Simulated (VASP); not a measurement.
Ga2PN:

```
N Ga P
1.0
     3.35209    0.00000    0.00000
     0.00000    3.35209    0.00000
     0.00000    0.00000    4.73268
N Ga P
1 2 1
Direct
  0.00000 0.00000 0.00000
  0.00000 0.00000 0.50000
  0.50000 0.50000 0.00000
  0.50000 0.50000 0.50000
```

Base run:

| Quantity | Value |
| --- | --- |
| Program | VASP 6.6.1 |
| Functional | r2SCAN |
| Potentials or basis | VASP PAW PBE potentials, release 64 (N, Ga_d, P) |
| Cutoff | 660 eV |
| k mesh | 6 × 6 × 4 |
| Occupations | fermi-dirac, width 0.02 eV |
| Spin | no spin polarisation |

Its results: band gap on the k mesh zero (bands 18 and 19 overlap by 2.99 eV); pressure 0.4 GPa.

The run is repeated on the same cell with these changes: functional from r2SCAN to PBE; cutoff from 660 eV to 600 eV; occupations from fermi-dirac, width 0.02 eV to methfessel-paxton, width 0.5 eV. What comes out?

Band gap on the k mesh zero (bands 18 and 19 overlap by 2.95 eV); pressure 4.5 GPa.

Caveats: the PAW data sets were made with another functional, which shifts forces and pressure a little (at least some runs); the cell stands under pressure (at least some runs); so wide a smearing shifts energies and pressures (at least some runs).
